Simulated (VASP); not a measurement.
# Sr (C2/m) in VASP: electric field gradients with LDA

Aim: the electric field gradients of Sr with LDA.

Everything below comes from runs of VASP 6.6.1. Logs are shortened: lines on timing, memory, paths and dates and some standing lists are left out, and cuts for length are marked.

### Step 1. The cell of the first run

The structure is monoclinic, space group C2/m (No. 12). Conventional cell: a = 6.394 Å, b = 5.720 Å, c = 3.050 Å, α = 90.00°, β = 118.49°, γ = 90.00°. Sr (site symmetry m) has 1 Sr at 2.21 Å within 2.9 Å.

### Step 2. Electric field gradients, LDA (shortest bond scaled by 0.76)

File INCAR:

```
ALGO     = Normal         # electronic algorithm
EDIFF    = 1E-8           # SCF threshold, eV
ENCUT    = 520            # plane-wave cutoff, eV
GGA      = CA             # functional
ISIF     = 2              # what is computed and relaxed
ISMEAR   = -1             # smearing method
LASPH    = T              # aspherical terms in the spheres
LCHARG   = F              # write CHGCAR
LEFG     = T            
LREAL    = F              # projectors in reciprocal space
LWAVE    = F              # write WAVECAR
NBANDS   = 17             # bands
NELM     = 80             # most SCF steps
PREC     = Accurate       # precision mode
SIGMA    = 0.05           # smearing width, eV
```

File KPOINTS:

```
k-points
0
Gamma
  11 11 11
```

File POSCAR:

```
Sr
1.0
   -2.8100000000      2.8600000000      1.5250000000
    2.8100000000     -2.8600000000      1.5250000000
    2.8100000000      2.8600000000     -1.5250000000
Sr
2
Direct
    0.4050000000      0.0950000000      0.1900000000
    0.5950000000      0.9050000000      0.8100000000
```

Potentials or basis: VASP PAW LDA potentials, release 64 (Sr_sv).

Command:

```bash
cat potpaw_LDA.64/Sr_sv/POTCAR > POTCAR
mpirun -np 1 vasp_std > vasp.out
```

OUTCAR:

```text
EDIFF = 1E-8
   ENCUT = 520
   GGA = CA
   ISIF = 2
   ISMEAR = -1
   LASPH = T
   LREAL = F
   NELM = 80
   PREC = Accurate

 ion  position               nearest neighbor table
   1  0.405  0.095  0.190-   2 2.21   2 3.09   2 3.09   2 3.27   2 3.53   2 3.61   2 3.61   2 4.21
                             2 4.27   2 4.96
   2  0.595  0.905  0.810-   1 2.21   1 3.09   1 3.09   1 3.27   1 3.53   1 3.61   1 3.61   1 4.21
                             1 4.27   1 4.96

 -----------------------------------------------------------------------------
|                                                                             |
|           W    W    AA    RRRRR   N    N  II  N    N   GGGG   !!!           |
|           W    W   A  A   R    R  NN   N  II  NN   N  G    G  !!!           |
|           W    W  A    A  R    R  N N  N  II  N N  N  G       !!!           |
|           W WW W  AAAAAA  RRRRR   N  N N  II  N  N N  G  GGG   !            |
|           WW  WW  A    A  R   R   N   NN  II  N   NN  G    G                |
|           W    W  A    A  R    R  N    N  II  N    N   GGGG   !!!           |
|                                                                             |
|     The distance between some ions is very small. Please check the          |
|     nearest-neighbor list in the OUTCAR file.                               |
|     I HOPE YOU KNOW WHAT YOU ARE DOING!                                     |
|                                                                             |
 -----------------------------------------------------------------------------

  LATTYP: Found a body centered orthorhombic cell.
 ALAT       =     3.0500000000
 B/A-ratio  =     1.8426229508
 C/A-ratio  =     1.8754098361

  Lattice vectors:

 A1 = (   2.8100000000,  -2.8600000000,   1.5250000000)
 A2 = (  -2.8100000000,  -2.8600000000,  -1.5250000000)
 A3 = (   2.8100000000,   2.8600000000,  -1.5250000000)

Analysis of symmetry for initial positions (statically):
=====================================================================
 Subroutine PRICEL returns:
 Original cell was already a primitive cell.

 Routine SETGRP: Setting up the symmetry group for a
 body centered orthorhombic supercell.

 Subroutine GETGRP returns: Found  4 space group operations
 (whereof  2 operations were pure point group operations)
 out of a pool of  8 trial point group operations.

The static configuration has the point symmetry S_2 .
 The point group associated with its full space group is C_2h.

[... 150 lines left out ...]
 number of electron      20.0000000 magnetization

 Free energy of the ion-electron system (eV)
  ---------------------------------------------------
  ext. energy  EPLUGINS =         0.00000000
  ---------------------------------------------------
  free energy    TOTEN  =         0.86479525 eV

  energy without entropy =        0.87556586  energy(sigma->0) =        0.87018056

 E-fermi :   4.7409     XC(G=0): -10.4711

 val. band max:        4.7374612448   @ k =  -0.3636  -0.3636   0.4545
 cond. band min:       4.7434485025   @ k =   0.1818   0.4545   0.0000
 fundamental gap:      0.0059872577
 Fermi energy:         4.7408930355

 k-point     1 :       0.0000    0.0000    0.0000
  band No.  band energies     occupation
      1     -32.1245      2.00000
      2     -29.9782      2.00000
      3     -16.0051      2.00000
      4     -13.2803      2.00000
      5     -12.9423      2.00000
      6     -12.6012      2.00000
[... 457 lines left out ...]
      4     -13.4782      2.00000
      5     -13.1112      2.00000
      6     -12.9333      2.00000
[... 9 lines left out ...]
     16       9.9490      0.00000
     17      12.6401      0.00000

 [... further k-points ...]
[... 5 lines left out ...]
  --------------------------------------------------------------------------------------
  -------------------------------------------------------------------------------------
  Total       21.7140708      3.5114883      7.1606312      0.0000000      0.0000000     -3.0056521
  in kB      709.6588824    114.7624002    234.0236247      0.0000000      0.0000000    -98.2306690
  external PRESSURE =     352.8149691 kB  Pullay stress =       0.0000000 kB

 VOLUME and BASIS-vectors are now :
 -----------------------------------------------------------------------------
  energy-cutoff  :      520.00
  volume of cell :       49.02
      direct lattice vectors                 reciprocal lattice vectors
    -2.810000000  2.860000000  1.525000000     0.000000000  0.174825175  0.327868852
     2.810000000 -2.860000000  1.525000000     0.177935943  0.000000000  0.327868852
     2.810000000  2.860000000 -1.525000000     0.177935943  0.174825175  0.000000000

 POSITION                                       TOTAL-FORCE (eV/Angst)
 -----------------------------------------------------------------------------------
     -0.33720      1.43000      0.47275        10.022692     -0.000000     -1.345036
      3.14720      1.43000      1.05225       -10.022692      0.000000      1.345036
 -----------------------------------------------------------------------------------
    total drift:                               -0.000000      0.000000     -0.000000

  FREE ENERGIE OF THE ION-ELECTRON SYSTEM (eV)
  ---------------------------------------------------
  free  energy   TOTEN  =         0.8647952502 eV

  energy  without entropy=        0.8755658615  energy(sigma->0) =        0.87018056

 Electric field gradients (V/A^2)
---------------------------------------------------------------------
 ion       V_xx      V_yy      V_zz      V_xy      V_xz      V_yz
---------------------------------------------------------------------
   1    -116.310     3.631   112.678     0.000    11.944     0.000
   2    -116.310     3.631   112.678     0.000    11.944     0.000
---------------------------------------------------------------------

 Electric field gradients after diagonalization (V/A^2)
 (convention: |V_zz| > |V_xx| > |V_yy|)
----------------------------------------------------------------------
 ion       V_xx      V_yy      V_zz     asymmetry (V_yy - V_xx)/ V_zz
----------------------------------------------------------------------
   1     113.299     3.631  -116.931       0.938
   2     113.299     3.631  -116.931       0.938
----------------------------------------------------------------------

           NMR quadrupolar parameters

 Cq : quadrupolar parameter    Cq=e*Q*V_zz/h
 eta: asymmetry parameters     (V_yy - V_xx)/ V_zz
 Q  : nuclear electric quadrupole moment in mb (millibarn)
----------------------------------------------------------------------
 ion       Cq(MHz)       eta       Q (mb)
----------------------------------------------------------------------
   1      -0.283       0.938       1.000
   2      -0.283       0.938       1.000
----------------------------------------------------------------------
```

It took 3.9 min on 1 thread of Intel Xeon Platinum 8259CL at 2.50GHz (Skylake/Cascade Lake), shared host; peak memory 0.35 GiB.

What came out:

```
Free energy                             : 0.8648 eV
Pressure                                : 35.3 GPa
Largest force                           : 10.113 eV/Å
Band gap on the k mesh                  : zero (bands 10 and 11 overlap by 1.55 eV)
Largest electric field gradient by atom : Sr -116.9 V/Å²
```

Forces on the atoms (eV/Å):
```
Sr   10.023   0.000  -1.345
Sr  -10.023   0.000   1.345
```

Electric field gradients, principal values (V/Å²):
| atom | least | middle | greatest (by size) |
| --- | --- | --- | --- |
| 1 Sr | 3.631 | 113.299 | -116.931 |
| 2 Sr | 3.631 | 113.299 | -116.931 |

Caveat: the cell differs from its parent crystal (shortest bond scaled by 0.76); the stress differs along the axes, from 11 to 71 GPa; without QUAD_EFG the Cq values of the log hold for a quadrupole moment of 1 mb, not for the nuclei; forces of over 1 eV/Å act on the atoms, so gaps and moduli don't describe the material at rest.
